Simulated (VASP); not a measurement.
Ga, 2 atoms in the cell. It takes space group C2/c (No. 15, monoclinic). The conventional cell has a = 2.802 Å, b = 8.159 Å, c = 3.376 Å, α = 90.00°, β = 92.02°, γ = 90.00°. Ga (site symmetry 2) has 10 Ga at 2.72 to 3.38 Å within 3.6 Å. 

- Program: VASP 6.6.1
- Task: electric field gradients
- Functional: PBE
- Potentials or basis: VASP PAW PBE potentials, release 64 (Ga_d)
- Cutoff: 520 eV
- k mesh: 14 × 14 × 11
- Occupations: fermi-dirac, width 0.03 eV
- Spin: no spin polarisation
- Dipole correction: no
- Further INCAR settings: ALGO = Normal; EDIFF = 1e-08; NBANDS = 20

Potentials or basis: VASP PAW PBE potentials, release 64 (Ga_d).

Run with:

```console
$ cat potpaw_PBE.64/Ga_d/POTCAR > POTCAR
$ mpirun -np 1 vasp_std > vasp.out
```

Hardware: 1 thread of Intel(R) Xeon(R) Platinum 8488C (Sapphire Rapids) (shared host).

How long does it take, and how much memory?

Wall time 3.5 min on 1 thread of Intel(R) Xeon(R) Platinum 8488C (Sapphire Rapids), on a shared host, peak memory 0.46 GiB. Counts: scf iterations 14, k points 582.
